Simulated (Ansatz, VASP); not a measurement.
# ZnCd2S3 in VASP and in Ansatz

```xyz
6
Lattice="-1.9887 1.9887 8.4374 1.9887 -1.9887 8.4374 1.9887 1.9887 -8.4374" Properties=species:S:1:pos:R:3 pbc="T T T"
Zn    0.0000    0.0000    0.0000
Cd    0.0000    0.0000   11.2499
Cd    0.0000    0.0000    5.6250
S     0.0000    1.9887    4.2187
S     1.9887    0.0000    7.0312
S     1.9887    0.0000    1.4062
```

Alike in both runs: task relaxation of cell and atoms; functional PBE; k mesh 6 × 6 × 6; occupations gaussian, width 0.1 eV; no spin polarisation.

```csv
,VASP,Ansatz
version,VASP 6.6.1,Ansatz 0.2.0
potentials or method,"VASP PAW PBE potentials, release 64 (Zn, Cd, S), cutoff 600 eV","scalar-relativistic, plane waves, PAW"
valence electrons in the cell,54,70
```

```csv
,VASP,Ansatz,Ansatz less VASP
"gap on the k mesh at the Fermi level, each at its own relaxed structure (eV)",1.24,1.24,+0.002
relaxed volume (Å³/atom),23.95,23.94,-0.011
relaxed length of the cell vector where the two differ most in proportion (Å),9.170,9.153,-0.0170
```

VASP's potentials hold 54 valence electrons a cell and Ansatz's 70, so a difference there can come from the potentials and not from the codes.
